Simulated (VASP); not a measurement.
Pd, 1 atom in the cell. It takes space group I4/mmm (No. 139, tetragonal). The conventional cell has a = 2.833 Å, b = 2.833 Å, c = 3.890 Å, α = 90.00°, β = 90.00°, γ = 90.00°. Pd (site symmetry 4/mmm) has 12 Pd at 2.79 to 2.83 Å within 3.7 Å.  This cell differs from its parent crystal: equal xx and yy strain of +3 %.

- Program: VASP 6.6.1
- Task: electric field gradients
- Functional: LDA
- Potentials or basis: VASP PAW LDA potentials, release 64 (Pd)
- Cutoff: 520 eV
- k mesh: 18 × 18 × 18
- Occupations: fermi-dirac, width 0.05 eV
- Spin: no spin polarisation
- Dipole correction: no
- Further INCAR settings: ALGO = Normal; EDIFF = 1e-08; NBANDS = 11

Potentials or basis: VASP PAW LDA potentials, release 64 (Pd).

Command:

```bash
$ cat potpaw_LDA.64/Pd/POTCAR > POTCAR
$ mpirun -np 1 vasp_std > vasp.out
```

Hardware: 1 thread of Intel(R) Xeon(R) 6975P-C (Granite Rapids), with other jobs on the host.

Task: How long does it take, and how much memory?

Result: It took 25 s on 1 thread of Intel(R) Xeon(R) 6975P-C (Granite Rapids), with other jobs on the host, peak memory 0.19 GiB. Counts: scf iterations 12, k points 480.
